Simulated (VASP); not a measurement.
A run of VASP 6.6.1 is set up as follows.

File INCAR:

```
PREC = Accurate
ENCUT = 520
EDIFF = 1E-7
ISMEAR = -1
SIGMA = 0.05
LREAL = False
LASPH = True
NELM = 60
ALGO = Normal
ISIF = 2
LWAVE = False
LCHARG = False
GGA = RE
NBANDS = 16
```

KPOINTS

```
regular mesh
0
Gamma
  8 8 8
```

The input POSCAR:

```
CuI
1.0
    0.0000000000      3.0315000000      3.0315000000
    3.0315000000      0.0000000000      3.0315000000
    3.0315000000      3.0315000000      0.0000000000
I Cu
1 1
Direct
    0.0000000000      0.0000000000      0.0000000000
    0.7500000000      0.7500000000      0.7500000000
```

Potentials or basis: VASP PAW PBE potentials, release 64 (I, Cu).

Launch:

```bash
$ cat potpaw_PBE.64/I/POTCAR potpaw_PBE.64/Cu/POTCAR > POTCAR
$ mpirun -np 1 vasp_std > vasp.out
```

(1) Predict the band gap on the k mesh.

(2) What does it give for the pressure?

Results:

(1) 1.24 eV.

(2) 1.8 GPa.

Caveat: the PAW data sets were made with another functional, which shifts forces and pressure a little; spin-orbit coupling is left out, which moves the levels of the heavy elements.
